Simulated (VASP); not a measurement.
# SnTe (I4/mmm) in VASP: a series of runs

The runs below take SnTe through electric field gradients, with PBE.

Program: VASP 6.6.1. These are calculated values, not measurements. Logs are shortened: lines on timing, memory, paths and dates and some standing lists are left out, and cuts for length are marked.

## 1. The cell of the first run

The structure is tetragonal, space group I4/mmm (No. 139). Conventional cell: a = 4.464 Å, b = 4.464 Å, c = 6.376 Å, α = 90.00°, β = 90.00°, γ = 90.00°. Sn (site symmetry 4/mmm) has 6 Te at 3.16 to 3.19 Å within 4.2 Å. Te (site symmetry 4/mmm) has 6 Sn at 3.16 to 3.19 Å within 4.2 Å.

## 2. Electric field gradients, PBE (zz strain of +1 %)

INCAR reads:

```
  ALGO = Normal
  EDIFF = 1E-8
  ENCUT = 520
  GGA = PE
  ISIF = 2
  ISMEAR = -1
  LASPH = T
  LCHARG = F
  LEFG = T
  LREAL = F
  LWAVE = F
  NBANDS = 17
  NELM = 100
  PREC = Accurate
  SIGMA = 0.08
```

KPOINTS reads:

```
k-points
0
Gamma
  11 11 11
```

POSCAR reads:

```
SnTe
1.0
    0.0000000000      3.1565000000      3.1880650000
    3.1565000000      0.0000000000      3.1880650000
    3.1565000000      3.1565000000      0.0000000000
Sn Te
1 1
Direct
    0.0000000000      0.0000000000      0.0000000000
    0.5000000000      0.5000000000      0.5000000000
```

Potentials or basis: VASP PAW PBE potentials, release 64 (Sn_d, Te).

Command:

```sh
$ cat potpaw_PBE.64/Sn_d/POTCAR potpaw_PBE.64/Te/POTCAR > POTCAR
$ mpirun -np 1 vasp_std > vasp.out
```

OUTCAR:

```text
EDIFF = 1E-8
   ENCUT = 520
   GGA = PE
   ISIF = 2
   ISMEAR = -1
   LASPH = T
   LREAL = F
   NELM = 100
   PREC = Accurate

 ion  position               nearest neighbor table
   1  0.000  0.000  0.000-   2 3.16   2 3.16   2 3.16   2 3.16   2 3.19   2 3.19
   2  0.500  0.500  0.500-   1 3.16   1 3.16   1 3.16   1 3.16   1 3.19   1 3.19

  LATTYP: Found a body centered tetragonal cell.
 ALAT       =     4.4639651096
 C/A-ratio  =     1.4283556980

  Lattice vectors:

 A1 = (  -3.1565000000,   0.0000000000,   3.1880650000)
 A2 = (   3.1565000000,   0.0000000000,   3.1880650000)
 A3 = (   0.0000000000,   3.1565000000,  -3.1880650000)

Analysis of symmetry for initial positions (statically):
=====================================================================
 Subroutine PRICEL returns:
 Original cell was already a primitive cell.

 Routine SETGRP: Setting up the symmetry group for a
 body centered tetragonal supercell.

 Subroutine GETGRP returns: Found 16 space group operations
 (whereof 16 operations were pure point group operations)
 out of a pool of 16 trial point group operations.

The static configuration has the point symmetry D_4h.

Analysis of symmetry for dynamics (positions and initial velocities):
=====================================================================
 Subroutine PRICEL returns:
 Original cell was already a primitive cell.

 Routine SETGRP: Setting up the symmetry group for a
 body centered tetragonal supercell.

 Subroutine GETGRP returns: Found 16 space group operations
 (whereof 16 operations were pure point group operations)
 out of a pool of 16 trial point group operations.

The dynamic configuration has the point symmetry D_4h.

 Subroutine INISYM returns: Found 16 space group operations
 (whereof 16 operations are pure point group operations),
 and found     1 'primitive' translations

----------------------------------------------------------------------------------------

                                     Primitive cell

  volume of cell :      63.5285

  direct lattice vectors                    reciprocal lattice vectors
     0.000000000  3.156500000  3.188065000    -0.158403295  0.158403295  0.156834945
     3.156500000  0.000000000  3.188065000     0.158403295 -0.158403295  0.156834945
     3.156500000  3.156500000  0.000000000     0.158403295  0.158403295 -0.156834945

  length of vectors
     4.486340457  4.486340457  4.463965110     0.273460066  0.273460066  0.273460066

  position of ions in fractional coordinates (direct lattice)
     0.000000000  0.000000000  0.000000000
     0.500000000  0.500000000  0.500000000

  ion indices of the primitive-cell ions
   primitive index   ion index
                 1           1
                 2           2

----------------------------------------------------------------------------------------

 KPOINTS: k-points

Automatic generation of k-mesh.
 Grid dimensions read from file:
 generate k-points for:   11   11   11

 Generating k-lattice:

  Cartesian coordinates                     Fractional coordinates (reciprocal lattice)
    -0.014400300  0.014400300  0.014257722     0.090909091  0.000000000  0.000000000
     0.014400300 -0.014400300  0.014257722     0.000000000  0.090909091  0.000000000
     0.014400300  0.014400300 -0.014257722     0.000000000  0.000000000  0.090909091

  Length of vectors
     0.024860006  0.024860006  0.024860006

  Shift w.r.t. Gamma in fractional coordinates (k-lattice)
     0.000000000  0.000000000  0.000000000

 Subroutine IBZKPT returns following result:
 ===========================================

 Found    126 irreducible k-points:

 Following reciprocal coordinates:
            Coordinates               Weight
  0.000000  0.000000  0.000000      1.000000
  0.090909  0.000000  0.000000      8.000000
  0.181818  0.000000  0.000000      8.000000
  0.272727  0.000000  0.000000      8.000000
  0.363636  0.000000  0.000000      8.000000
  0.454545  0.000000  0.000000      8.000000
[... 16 lines left out ...]
 -0.272727  0.181818  0.000000      8.000000
 -0.181818  0.181818  0.000000      4.000000
 [... further k-points ...]
   k-points           NKPTS =    126   k-points in BZ     NKDIM =    126   number of bands    NBANDS=     17
   number of dos      NEDOS =    301   number of ions     NIONS =      2
   total plane-waves  NPLWV =  46656
   dimension x,y,z NGX =    36 NGY =   36 NGZ =   36
   dimension x,y,z NGXF=    72 NGYF=   72 NGZF=   72
   ions per type =               1   1
   NGX,Y,Z   is equivalent  to a cutoff of  13.34, 13.34, 13.41 a.u.
   NGXF,Y,Z  is equivalent  to a cutoff of  26.68, 26.68, 26.81 a.u.
 SYSTEM =  unknown system
   PREC   = accura    normal or accurate (medium, high low for compatibility)
   ISTART =      0    job   : 0-new  1-cont  2-samecut
   ICHARG =      2    charge: 1-file 2-atom 10-const
   ISPIN  =      1    spin polarized calculation?
   LNONCOLLINEAR =      F non collinear calculations
   LSORBIT =      F    spin-orbit coupling
   LASPH  =      T    aspherical Exc in radial PAW
   ENCUT  =  520.0 eV  38.22 Ry    6.18 a.u.   8.34  8.34  8.30*2*pi/ulx,y,z
   NELM   =    100;   NELMIN=  2; NELMDL= -5     # of ELM steps
   EDIFF  = 0.1E-07   stopping-criterion for ELM
   LREAL  =      F    real-space projection
   EDIFFG = 0.1E-06   stopping-criterion for IOM
   NSW    =      0    number of steps for IOM
   IBRION =     -1    ionic relax: 0-MD 1-quasi-New 2-CG
   NFREE  =      0    steps in history (QN), initial steepest desc. (CG)
   ISIF   =      2    stress and relaxation
   ISYM   =      2    0-nonsym 1-usesym 2-fastsym
   POTIM  = 0.5000    time-step for ionic-motion
   TEBEG  =    0.0;   TEEND  =   0.0 temperature during run
   PSTRESS=    0.0 pullay stress
   NELECT =      20.0000    total number of electrons
   NUPDOWN=      -1.0000    fix difference up-down
   EMIN   =  10.00;   EMAX   =-10.00  energy-range for DOS
   EFERMI =   0.00;   METHOD = LEGACY
   ISMEAR =    -1;   SIGMA  =   0.08  broadening in eV -4-tet -1-fermi 0-gaus
   EFERMI_NEDOS =   21; number of points for ismear=-14 and -15
   IALGO  =     38    algorithm
   IMIX   =      4    mixing-type and parameters
     AMIX     =   0.40;   BMIX     =  1.00
     AMIX_MAG =   1.60;   BMIX_MAG =  1.00
  volume/ion in A,a.u.               =      31.76       214.36
  Fermi-wavevector in a.u.,A,eV,Ry     =   1.113684  2.104557 16.875193  1.240292
  Thomas-Fermi vector in A             =   2.250271
   LORBIT       =      0    0 simple, 1 ext, 2 COOP (PROOUT), +10 PAW based schemes
   GGA     = PE    functional components
   LHFCALC =     F    Hartree Fock is set to
   AEXX    =    0.0000 exact exchange contribution
   IVDW    =     0    specifies the selected vdW correction
   LEPSILON=     F    determine dielectric tensor
   LRPA    =     F    only Hartree local field effects (RPA)
 non-spin polarized calculation
  energy-cutoff  :      520.00
  volume of cell :       63.53
 maximum number of plane-waves:      1740
 NGX is ok and might be reduce to    36
   NGX = 17   NGY = 17   NGZ = 17

 number of electron      20.0000000 magnetization

 Free energy of the ion-electron system (eV)
  ---------------------------------------------------
  ext. energy  EPLUGINS =         0.00000000
  ---------------------------------------------------
  free energy    TOTEN  =        -7.55362435 eV

  energy without entropy =       -7.55205825  energy(sigma->0) =       -7.55284130

 E-fermi :   6.7841     XC(G=0):  -9.4248

 val. band max:        6.6180859068   @ k =   0.4545   0.0000   0.0000
 cond. band min:       7.0282591909   @ k =   0.4545   0.0000   0.0000
 fundamental gap:      0.4101732840
 Fermi energy:         6.7840771690

 k-point     1 :       0.0000    0.0000    0.0000
  band No.  band energies     occupation
      1     -15.1310      2.00000
      2     -15.1270      2.00000
      3     -15.1252      2.00000
      4     -15.1252      2.00000
      5     -15.1220      2.00000
      6      -5.9240      2.00000
[... 9 lines left out ...]
     16      11.5696      0.00000
     17      13.5262      0.00000
[... 441 lines left out ...]
 k-point    24 :      -0.1818    0.1818    0.0000
  band No.  band energies     occupation
      1     -15.1328      2.00000
      2     -15.1306      2.00000
      3     -15.1242      2.00000
      4     -15.1222      2.00000
      5     -15.1173      2.00000
      6      -5.2451      2.00000
[... 9 lines left out ...]
     16      14.5012      0.00000
     17      14.6831      0.00000

 [... further k-points ...]

------------------------ aborting loop because EDIFF is reached ----------------------------------------

  FORCE on cell =-STRESS in cart. coord.  units (eV):
  Direction    XX          YY          ZZ          XY          YZ          ZX
  --------------------------------------------------------------------------------------
  -------------------------------------------------------------------------------------
  Total        0.7783076      0.7783076      0.2784218      0.0000000      0.0000000     -0.0000000
  in kB       19.6287704     19.6287704      7.0217443      0.0000000      0.0000000     -0.0000000
  external PRESSURE =      15.4264284 kB  Pullay stress =       0.0000000 kB

 VOLUME and BASIS-vectors are now :
 -----------------------------------------------------------------------------
  energy-cutoff  :      520.00
  volume of cell :       63.53
      direct lattice vectors                 reciprocal lattice vectors
     0.000000000  3.156500000  3.188065000    -0.158403295  0.158403295  0.156834945
     3.156500000  0.000000000  3.188065000     0.158403295 -0.158403295  0.156834945
     3.156500000  3.156500000  0.000000000     0.158403295  0.158403295 -0.156834945

 POSITION                                       TOTAL-FORCE (eV/Angst)
 -----------------------------------------------------------------------------------
      0.00000      0.00000      0.00000        -0.000000     -0.000000      0.000000
      3.15650      3.15650      3.18806         0.000000      0.000000      0.000000
 -----------------------------------------------------------------------------------
    total drift:                               -0.000000      0.000000      0.000000

  FREE ENERGIE OF THE ION-ELECTRON SYSTEM (eV)
  ---------------------------------------------------
  free  energy   TOTEN  =        -7.5536243549 eV

  energy  without entropy=       -7.5520582458  energy(sigma->0) =       -7.55284130

 Electric field gradients (V/A^2)
---------------------------------------------------------------------
 ion       V_xx      V_yy      V_zz      V_xy      V_xz      V_yz
---------------------------------------------------------------------
   1      -7.334    -7.334    14.668    -0.002    -0.002    -0.002
   2      -1.626    -1.626     3.251     0.000     0.000     0.000
---------------------------------------------------------------------

 Electric field gradients after diagonalization (V/A^2)
 (convention: |V_zz| > |V_xx| > |V_yy|)
----------------------------------------------------------------------
 ion       V_xx      V_yy      V_zz     asymmetry (V_yy - V_xx)/ V_zz
----------------------------------------------------------------------
   1      -7.336    -7.332    14.668       0.000
   2      -1.626    -1.626     3.251       0.000
----------------------------------------------------------------------

           NMR quadrupolar parameters

 Cq : quadrupolar parameter    Cq=e*Q*V_zz/h
 eta: asymmetry parameters     (V_yy - V_xx)/ V_zz
 Q  : nuclear electric quadrupole moment in mb (millibarn)
----------------------------------------------------------------------
 ion       Cq(MHz)       eta       Q (mb)
----------------------------------------------------------------------
   1       0.035       0.000       1.000
   2       0.008       0.000       1.000
----------------------------------------------------------------------
```

Wall time 2.4 min (1 thread of Intel Xeon Platinum 8375C at 2.90GHz (Ice Lake), shared host); peak memory 0.29 GiB.

What came out:

| Item | Value |
| --- | --- |
| Free energy | -7.5536 eV |
| Pressure | 1.5 GPa |
| Band gap on the k mesh | 0.41 eV |
| Largest electric field gradient by atom | Sn +14.7; Te +3.3 V/Å² |

Stress tensor (GPa, compression positive):
```
1.96 0.00 0.00
0.00 1.96 0.00
0.00 0.00 0.70
```

Levels at points of the mesh, in eV from the valence-band top:
```tsv
k point	band 6	band 7	band 8	band 9	band 10	band 11	band 12	band 13	band 14	band 15
(0.00, 0.00, 0.00)	-12.54	-4.59	-1.99	-1.99	-1.88	3.31	3.55	3.55	4.88	4.95
```

Electric field gradients, principal values (V/Å²):
| atom | least | middle | greatest (by size) |
| --- | --- | --- | --- |
| 1 Sn | -7.332 | -7.336 | 14.668 |
| 2 Te | -1.626 | -1.626 | 3.251 |

Caveat: the cell differs from its parent crystal (zz strain of +1 %); without QUAD_EFG the Cq values of the log hold for a quadrupole moment of 1 mb, not for the nuclei; spin-orbit coupling is left out, which moves the levels of the heavy elements; an odd mesh through Γ misses points on the zone boundary, where band edges can lie.

(Continued in part 2 of 2.)
